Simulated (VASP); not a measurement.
Set up this calculation in VASP 6.6.1, as the native input.

| Item | Value |
| --- | --- |
| Task | electric field gradients |
| Functional | PBEsol |
| Potentials or basis | VASP PAW PBE potentials, release 64 (Sn_d) |
| Cutoff | 520 eV |
| k mesh | 11 × 11 × 11 |
| Occupations | fermi-dirac, width 0.05 eV |
| Spin | no spin polarisation |
| Dipole correction | no |
| Further INCAR settings | ALGO = Normal; EDIFF = 1e-08; NBANDS = 21 |

The structure of Sn lies in POSCAR:

```
Sn
1.0
    0.0324560000      3.2618280000      3.2618280000
    3.2618280000      0.0324560000      3.2618280000
    3.2618280000      3.2618280000      0.0324560000
Sn
2
Direct
    0.5000000000      0.5000000000      0.5000000000
    0.7500000000      0.7500000000      0.7500000000
```

This cell differs from its parent crystal: equal xy, yz and zx shear strains of +1 %.

The input as run:

INCAR

```
ALGO = Normal
EDIFF = 1E-8
ENCUT = 520
GGA = PS
ISIF = 2
ISMEAR = -1
LASPH = True
LCHARG = False
LEFG = True
LREAL = False
LWAVE = False
NBANDS = 21
NELM = 60
PREC = Accurate
SIGMA = 0.05
```

KPOINTS

```
k-points
0
Gamma
  11 11 11
```

Potentials or basis: VASP PAW PBE potentials, release 64 (Sn_d).

Command:

```bash
$ cat potpaw_PBE.64/Sn_d/POTCAR > POTCAR
$ mpirun -np 1 vasp_std > vasp.out
```

It gave:

```yaml
Pressure: 0.9 GPa
Largest_force: 0.152 eV/Å
Band_gap_on_the_k_mesh: zero (bands 14 and 15 overlap by 0.17 eV)
Largest_electric_field_gradient_by_atom: Sn +14.7 V/Å²
```

Caveat: the cell differs from its parent crystal (equal xy, yz and zx shear strains of +1 %); without QUAD_EFG the Cq values of the log hold for a quadrupole moment of 1 mb, not for the nuclei; the PAW data sets were made with another functional, which shifts forces and pressure a little; spin-orbit coupling is left out, which moves the levels of the heavy elements.

It took 2.6 min on 1 thread of Intel(R) Xeon(R) Platinum 8259CL CPU @ 2.50GHz (Skylake/Cascade Lake), with other jobs on the host, peak memory 0.31 GiB.
